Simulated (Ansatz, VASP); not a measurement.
**Two plane-wave programs on SnSe**

```
Sn Se
1.0
     0.00000    2.98877    3.03360
     2.98877    0.00000    3.03360
     2.98877    2.98877    0.00000
Sn Se
1 1
Direct
  0.00000 0.00000 0.00000
  0.50000 0.50000 0.50000
```

Change from the starting cell: strain +0.000 along x and y, +0.015 along z, atoms carried along.

Alike in both runs: task single point; functional PBE; dispersion D3(BJ); k mesh 10 × 10 × 10; occupations gaussian, width 0.05 eV; no spin polarisation.

```csv
,VASP,Ansatz
version,VASP 6.6.1,Ansatz 0.2.0
potentials or method,"VASP PAW PBE potentials, release 64 (Sn_d, Se), cutoff 520 eV","scalar-relativistic, plane waves, PAW"
valence electrons in the cell,20,30
```

VASP gave:

```
gap on the k mesh at the Fermi level (eV)                     : 0.50
least direct gap on the mesh (eV)                             : 0.60
pressure (GPa)                                                : -0.8
traceless stress, the component that is largest in VASP (GPa) : -1.22
```

Which values does Ansatz return?

gap on the k mesh at the Fermi level (eV): 0.50; least direct gap on the mesh (eV): 0.60; pressure (GPa): -0.8; traceless stress, the component that is largest in VASP (GPa): -1.21.

VASP's potentials hold 20 valence electrons a cell and Ansatz's 30, so a difference there can come from the potentials and not from the codes.
